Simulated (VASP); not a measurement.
## CuI: electric field gradients with LDA

The system is CuI.

```xyz
4
Lattice="3.7332 -3.7111 0.0000 3.7332 3.7111 0.0000 0.0000 0.0000 4.3501" Properties=species:S:1:pos:R:3 pbc="T T T"
Cu    3.7332    0.5905    3.2626
Cu    3.7332   -0.5905    1.0875
I     3.7332   -2.0043    3.2626
I     3.7332    2.0043    1.0875
```

This cell differs from its parent crystal: zz strain of +1 %.

```yaml
Program: VASP 6.6.1
Task: electric field gradients
Functional: LDA
Potentials_or_basis: VASP PAW LDA potentials, release 64 (Cu, I)
Cutoff: 520 eV
k_mesh: 5 × 5 × 6
Occupations: fermi-dirac, width 0.02 eV
Spin: no spin polarisation
Dipole_correction: no
Further_INCAR_settings: ALGO = Normal; EDIFF = 1e-08; NBANDS = 26
```

| Item | Value |
| --- | --- |
| Pressure | -3.4 GPa |
| Largest force | 0.448 eV/Å |
| Band gap on the k mesh | 0.90 eV, direct |

Forces on the atoms (eV/Å):
```
Cu   0.000 -0.046  0.000
Cu   0.000  0.046  0.000
I    0.000  0.448  0.000
I    0.000 -0.448  0.000
```

Stress tensor (GPa, compression positive):
```
-1.26  0.00  0.00
 0.00 -3.92  0.00
 0.00  0.00 -5.16
```

Levels at points of the mesh, in eV from the valence-band top:
| k point | band 16 | band 17 | band 18 | band 19 | band 20 | band 21 |
| --- | --- | --- | --- | --- | --- | --- |
| (0.00, 0.00, 0.00) | -1.46 | -0.87 | 0.00 | 0.90 | 1.73 | 2.31 |
| (0.00, 0.00, 0.50) | -1.81 | -1.53 | -1.53 | 3.62 | 3.62 | 3.77 |

Electric field gradients, principal values (V/Å²):
```
atom    least   middle  greatest (by size)
1 Cu  -15.823  -39.068              54.891
2 Cu  -15.823  -39.068              54.891
 3 I  113.933  300.696            -414.629
 4 I  113.933  300.696            -414.629
```

It took 3.7 min on 1 thread of AMD EPYC 7R13 (shared host), peak memory 0.21 GiB.

Caveat: the cell differs from its parent crystal (zz strain of +1 %); without QUAD_EFG the Cq values of the log hold for a quadrupole moment of 1 mb, not for the nuclei; spin-orbit coupling is left out, which moves the levels of the heavy elements. A k mesh can miss the band edges.
